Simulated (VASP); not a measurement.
# Al (P6_3/mmc) in VASP: notebook

Al is run at these levels: LDA; tasks: single point.

All numbers are computed with VASP 6.6.1; they aren't measurements. Logs are shortened: lines on timing, memory, paths and dates and some standing lists are left out, and cuts for length are marked.

### 1 The cell of the first run

It takes space group P6_3/mmc (No. 194, hexagonal). Conventional cell: a = 2.827 Å, b = 2.827 Å, c = 9.186 Å, α = 90.00°, β = 90.00°, γ = 120.00°. Al (site symmetry -3m) has 12 Al at 2.82 to 2.83 Å within 3.7 Å. Within 3.7 Å of Al (site symmetry -6m2) lie 12 Al at 2.82 to 2.83 Å.

### 2 Single point, LDA

INCAR

```
PREC     = Accurate       # precision mode
ENCUT    = 520            # plane-wave cutoff, eV
EDIFF    = 1E-6           # SCF threshold, eV
ISMEAR   = 1              # smearing method
SIGMA    = 0.05           # smearing width, eV
LREAL    = False          # projectors in reciprocal space
LASPH    = True           # aspherical terms in the spheres
NELM     = 60             # most SCF steps
ALGO     = Normal         # electronic algorithm
ISIF     = 2              # what is computed and relaxed
LWAVE    = False          # write WAVECAR
LCHARG   = True           # write CHGCAR
GGA      = CA             # functional
LELF     = True           # ELF
LVHAR    = True         
NBANDS   = 14             # bands
```

KPOINTS

```
regular mesh
0
Gamma
  9 9 3
```

POSCAR

```
Al
1.0
    2.8270770000      0.0000000000      0.0000000000
   -1.4135390000      2.4483210000      0.0000000000
    0.0000000000      0.0000000000      9.1859930000
Al
4
Direct
    0.0000000000      0.0000000000      0.0000000000
    0.3333333333      0.6666666667      0.2500000000
    0.0000000000      0.0000000000      0.5000000000
    0.6666666667      0.3333333333      0.7500000000
```

Potentials or basis: VASP PAW LDA potentials, release 64 (Al).

Started as:

```
cat potpaw_LDA.64/Al/POTCAR > POTCAR
mpirun -np 1 vasp_std > vasp.out
```

OUTCAR:

```text
PREC = Accurate
   ENCUT = 520
   EDIFF = 1E-6
   ISMEAR = 1
   LREAL = False
   LASPH = True
   NELM = 60
   ISIF = 2
   GGA = CA

 ion  position               nearest neighbor table
   1  0.000  0.000  0.000-   4 2.82   2 2.82   4 2.82   2 2.82   4 2.82   2 2.82
   2  0.333  0.667  0.250-   1 2.82   3 2.82   1 2.82   3 2.82   1 2.82   3 2.82
   3  0.000  0.000  0.500-   4 2.82   2 2.82   4 2.82   2 2.82   4 2.82   2 2.82
   4  0.667  0.333  0.750-   1 2.82   3 2.82   1 2.82   3 2.82   1 2.82   3 2.82

  LATTYP: Found a hexagonal cell.
 ALAT       =     2.8270770000
 C/A-ratio  =     3.2492899910

  Lattice vectors:

 A1 = (   2.8270770000,   0.0000000000,   0.0000000000)
 A2 = (  -1.4135390000,   2.4483210000,   0.0000000000)
 A3 = (   0.0000000000,   0.0000000000,   9.1859930000)

Analysis of symmetry for initial positions (statically):
=====================================================================
 Subroutine PRICEL returns:
 Original cell was already a primitive cell.

 Routine SETGRP: Setting up the symmetry group for a
 hexagonal supercell.

 Subroutine GETGRP returns: Found 24 space group operations
 (whereof 12 operations were pure point group operations)
 out of a pool of 24 trial point group operations.

The static configuration has the point symmetry D_3d.
 The point group associated with its full space group is D_6h.

Analysis of symmetry for dynamics (positions and initial velocities):
=====================================================================
 Subroutine PRICEL returns:
 Original cell was already a primitive cell.

 Routine SETGRP: Setting up the symmetry group for a
 hexagonal supercell.

 Subroutine GETGRP returns: Found 24 space group operations
 (whereof 12 operations were pure point group operations)
 out of a pool of 24 trial point group operations.

The dynamic configuration has the point symmetry D_3d.
 The point group associated with its full space group is D_6h.

 Subroutine INISYM returns: Found 24 space group operations
 (whereof 12 operations are pure point group operations),
 and found     1 'primitive' translations

----------------------------------------------------------------------------------------

                                     Primitive cell

  volume of cell :      63.5817

  direct lattice vectors                    reciprocal lattice vectors
     2.827077000  0.000000000  0.000000000     0.353722237  0.204221659  0.000000000
[... 102 lines left out ...]
   EMIN   =  10.00;   EMAX   =-10.00  energy-range for DOS
   EFERMI =   0.00;   METHOD = LEGACY
   ISMEAR =     1;   SIGMA  =   0.05  broadening in eV -4-tet -1-fermi 0-gaus
   EFERMI_NEDOS =   21; number of points for ismear=-14 and -15
   IALGO  =     38    algorithm
   IMIX   =      4    mixing-type and parameters
     AMIX     =   0.40;   BMIX     =  1.00
     AMIX_MAG =   1.60;   BMIX_MAG =  1.00
  volume/ion in A,a.u.               =      15.90       107.27
  Fermi-wavevector in a.u.,A,eV,Ry     =   0.939055  1.774557 11.997958  0.881825
  Thomas-Fermi vector in A             =   2.066329
   LORBIT       =      0    0 simple, 1 ext, 2 COOP (PROOUT), +10 PAW based schemes
   GGA     = CA    functional components
   LHFCALC =     F    Hartree Fock is set to
   AEXX    =    0.0000 exact exchange contribution
   IVDW    =     0    specifies the selected vdW correction
   LEPSILON=     F    determine dielectric tensor
   LRPA    =     F    only Hartree local field effects (RPA)
 non-spin polarized calculation
 Methfessel and Paxton  Order N= 1 SIGMA  =   0.05
  energy-cutoff  :      520.00
  volume of cell :       63.58
 maximum number of plane-waves:      1720
 NGX is ok and might be reduce to    24
   NGX = 11   NGY = 11   NGZ = 35

 number of electron      12.0000000 magnetization

 Free energy of the ion-electron system (eV)
  ---------------------------------------------------
  ext. energy  EPLUGINS =         0.00000000
  ---------------------------------------------------
  free energy    TOTEN  =       -16.68978640 eV

  energy without entropy =      -16.68817860  energy(sigma->0) =      -16.68925046

 E-fermi :   8.0480     XC(G=0): -10.4837

 val. band max:        8.0374155405   @ k =   0.3333   0.2222   0.3333
 cond. band min:       8.0571216272   @ k =   0.4444   0.0000   0.0000
 fundamental gap:      0.0197060867
 Fermi energy:         8.0479718195

 k-point     1 :       0.0000    0.0000    0.0000
  band No.  band energies     occupation
      1      -3.1773      2.00000
      2      -1.4446      2.00000
      3      -1.4322      2.00000
      4       3.5131      2.00000
      5       3.8018      2.00000
      6      11.7735      0.00000
      7      11.7884      0.00000
      8      18.9455      0.00000
      9      18.9455      0.00000
     10      19.1390      0.00000
     11      19.1390      0.00000
     12      20.1224      0.00000
     13      20.1239      0.00000
     14      20.3305      0.00000
[... 377 lines left out ...]
      1       4.8493      2.00000
      2       5.0069      2.00000
      3       5.0069      2.00000
      4       5.3257      2.00000
      5       5.5286      2.00000
      6       5.5286      2.00000
      7       7.6601      2.00000
      8       7.6601      2.00000
      9       7.9377      2.00778
     10       9.4109      0.00000
     11       9.7488      0.00000
     12       9.7488      0.00000
     13      13.7439      0.00000
     14      13.7439      0.00000

------------------------ aborting loop because EDIFF is reached ----------------------------------------

  FORCE on cell =-STRESS in cart. coord.  units (eV):
  Direction    XX          YY          ZZ          XY          YZ          ZX
  --------------------------------------------------------------------------------------
  -------------------------------------------------------------------------------------
  Total       -0.5943714     -0.5943717      0.7194727      0.0000001     -0.0000000      0.0000000
  in kB      -14.9773995    -14.9774056     18.1297911      0.0000031     -0.0000000      0.0000000
  external PRESSURE =      -3.9416713 kB  Pullay stress =       0.0000000 kB

 VOLUME and BASIS-vectors are now :
 -----------------------------------------------------------------------------
  energy-cutoff  :      520.00
  volume of cell :       63.58
      direct lattice vectors                 reciprocal lattice vectors
     2.827077000  0.000000000  0.000000000     0.353722237  0.204221659  0.000000000
    -1.413539000  2.448321000  0.000000000     0.000000000  0.408443174  0.000000000
     0.000000000  0.000000000  9.185993000     0.000000000  0.000000000  0.108861394

 POSITION                                       TOTAL-FORCE (eV/Angst)
 -----------------------------------------------------------------------------------
      0.00000      0.00000      0.00000        -0.000000      0.000000     -0.000000
     -0.00000      1.63221      2.29650         0.000000     -0.000000     -0.000000
      0.00000      0.00000      4.59300        -0.000000      0.000000     -0.000000
      1.41354      0.81611      6.88949        -0.000000      0.000000      0.000000
 -----------------------------------------------------------------------------------
    total drift:                               -0.000000      0.000000      0.000000

  FREE ENERGIE OF THE ION-ELECTRON SYSTEM (eV)
  ---------------------------------------------------
  free  energy   TOTEN  =       -16.6897863976 eV

  energy  without entropy=      -16.6881785984  energy(sigma->0) =      -16.68925046
```

OSZICAR:

```text
N       E                     dE             d eps       ncg     rms          rms(c)
DAV:   1     0.350218428420E+01    0.35022E+01   -0.41962E+03   672   0.662E+02
DAV:   2    -0.162282005210E+02   -0.19730E+02   -0.18398E+02   888   0.881E+01
DAV:   3    -0.168102796676E+02   -0.58208E+00   -0.57898E+00   910   0.122E+01
DAV:   4    -0.168134331450E+02   -0.31535E-02   -0.31529E-02   836   0.112E+00
DAV:   5    -0.168134545929E+02   -0.21448E-04   -0.21448E-04   882   0.964E-02    0.285E+00
DAV:   6    -0.167381278090E+02    0.75327E-01   -0.94856E-03   834   0.465E-01    0.161E+00
DAV:   7    -0.166905861050E+02    0.47542E-01   -0.19554E-02   804   0.653E-01    0.249E-01
DAV:   8    -0.166898084954E+02    0.77761E-03   -0.58746E-04   922   0.119E-01    0.271E-02
DAV:   9    -0.166897861635E+02    0.22332E-04   -0.75485E-05   850   0.405E-02    0.113E-02
DAV:  10    -0.166897863976E+02   -0.23413E-06   -0.25619E-06   850   0.928E-03
   1 F= -.16689786E+02 E0= -.16689250E+02  d E =-.160780E-02
```

Wall time 20 s (1 thread of Intel Xeon 8259CL, shared host); peak memory 0.16 GiB.

What came out:

```
Free energy            : -16.6898 eV
Pressure               : -0.4 GPa
Band gap on the k mesh : zero (band 6 reaches 12.22 eV, above the bottom of band 7 at 6.81 eV)
```

Levels at points of the mesh, in eV from the Fermi level:
```tsv
k point	band 1	band 2	band 3	band 4	band 5	band 6	band 7	band 8	band 9	band 10
(0.00, 0.00, 0.00)	-11.23	-9.49	-9.48	-4.53	-4.25	3.73	3.74	10.90	10.90	11.09
```

### 3 Single point, LDA

INCAR

```
SYSTEM = Al
  PREC = Accurate
  ENCUT = 520
  EDIFF = 1E-6
  ISMEAR = 1
  SIGMA = 0.05
  LREAL = .FALSE.
  LASPH = .TRUE.
  NELM = 60
  ALGO = Normal
  ISIF = 2
  LWAVE = .FALSE.
  LCHARG = .TRUE.
  GGA = CA
  LELF = .TRUE.
  LVHAR = .TRUE.
  NBANDS = 14
```

KPOINTS

```
Automatic mesh
0
G
  11 11 3
  0 0 0
```

POSCAR is that of step 2.

Potentials or basis: VASP PAW LDA potentials, release 64 (Al).

Started as:

```
cat potpaw_LDA.64/Al/POTCAR > POTCAR
mpirun -np 1 vasp_std > vasp.out
```

It took 27 s on 1 thread of Intel Xeon 8259CL, shared host; peak memory 0.16 GiB.

Results (log left out):

- Free energy: -16.7480 eV
- Pressure: 0.2 GPa
- Band gap on the k mesh: zero (band 6 reaches 12.18 eV, above the bottom of band 7 at 6.23 eV)

Stress tensor (GPa, compression positive):
```
-0.75  0.00  0.00
 0.00 -0.75  0.00
 0.00  0.00  2.02
```

Levels at points of the mesh, in eV from the Fermi level:
```tsv
k point	band 4	band 5	band 6	band 7	band 8	band 9
(0.00, 0.00, 0.00)	-4.66	-4.37	3.60	3.61	10.77	10.77
```
